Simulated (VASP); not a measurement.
Here is a VASP 6.6.1 calculation.

INCAR

```
ALGO = Normal ; EDIFF = 1E-6
ENCUT = 520 ; GGA = PS
ISIF = 2 ; ISMEAR = 0
LASPH = T ; LCHARG = F
LREAL = F ; LWAVE = F
NBANDS = 16 ; NELM = 60
PREC = Accurate ; SIGMA = 0.05
```

The input KPOINTS:

```
k-points
0
Gamma
  8 8 8
```

Contents of POSCAR:

```
CdTe
1.0
    0.0000000000      3.2891246061      3.1575596218
    3.2891246061      0.0000000000      3.1575596218
    3.2891246061      3.2891246061      0.0000000000
Cd Te
1 1
Direct
    0.0000000000      0.0000000000      0.0000000000
    0.7500000000      0.7500000000      0.7500000000
```

Potentials or basis: VASP PAW PBE potentials, release 64 (Cd, Te).

The run is started by

```console
$ cat potpaw_PBE.64/Cd/POTCAR potpaw_PBE.64/Te/POTCAR > POTCAR
$ mpirun -np 1 vasp_std > vasp.out
```

Task: Predict the pressure.

Result: 0.1 GPa.

Task: Predict the band gap on the k mesh.

Result: 0.56 eV, direct.

Stress tensor (GPa, compression positive):
```
-0.08  0.00  0.00
 0.00 -0.08  0.00
 0.00  0.00  0.56
```

Caveat: the PAW data sets were made with another functional, which shifts forces and pressure a little; spin-orbit coupling is left out, which moves the levels of the heavy elements.
